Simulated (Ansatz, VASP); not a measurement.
## One calculation of In, two programs

The input INCAR:

```
SYSTEM = In
PREC = Accurate
ENCUT = 520
EDIFF = 1E-6
ISMEAR = -1
SIGMA = 0.1
LREAL = .FALSE.
LASPH = .TRUE.
NELM = 100
ALGO = Normal
ISIF = 2
LWAVE = .FALSE.
LCHARG = .FALSE.
GGA = PE
NBANDS = 20
```

KPOINTS

```
regular mesh
0
G
  11 11 11
  0 0 0
```

File POSCAR:

```
In
1.0
    0.0000000000      3.3709363026      3.3709363026
    3.3709363026      0.0000000000      3.3709363026
    3.3709363026      3.3709363026      0.0000000000
In
2
Direct
   -0.1250000000     -0.1250000000     -0.1250000000
    0.1250000000      0.1250000000      0.1250000000
```

Input for Ansatz:

```yaml
crystal:
  lattice:
    - [0.0, 3.3709363026, 3.3709363026]
    - [3.3709363026, 0.0, 3.3709363026]
    - [3.3709363026, 3.3709363026, 0.0]
  atoms:
    - { symbol: In, position: [-0.125, -0.125, -0.125] }
    - { symbol: In, position: [0.125, 0.125, 0.125] }
kpoints:
  mp_grid: { grid: [11, 11, 11] }
  band_path:
    path:
      - [0.0, 0.0, 0.0]
      - [0.5, 0.0, 0.5]
      - [0.625, 0.25, 0.625]
      - [0.375, 0.375, 0.75]
      - [0.0, 0.0, 0.0]
      - [0.5, 0.5, 0.5]
      - [0.5, 0.25, 0.75]
      - [0.5, 0.0, 0.5]
    npoints: 8
scf:
  occupations: { method: fermi_dirac, width: 0.1 }
hamiltonian:
  xc: pbe
  pseudopotentials: { kind: paw }
output:
  forces: true
  stress: true
  eigenvalues: true
  populations: true
  dos: { projected: true, de: 0.2, e_range: [-14, 8] }
```

Change from the starting cell: volume scaled by 1, PAW files.

Alike in both runs: task single point; functional PBE; k mesh 11 × 11 × 11; occupations fermi-dirac, width 0.1 eV; no spin polarisation.

```csv
,VASP,Ansatz
version,VASP 6.6.1,Ansatz 0.2.0
potentials or method,"VASP PAW PBE potentials, release 64 (In_d)","PAW with Ansatz's default frozen-core files, scalar-relativistic"
plane-wave cutoff (eV),520,420
valence electrons in the cell,26,26
```

```tsv
	VASP	Ansatz	Ansatz less VASP
pressure (GPa)	0.0	0.0	+0.02
```
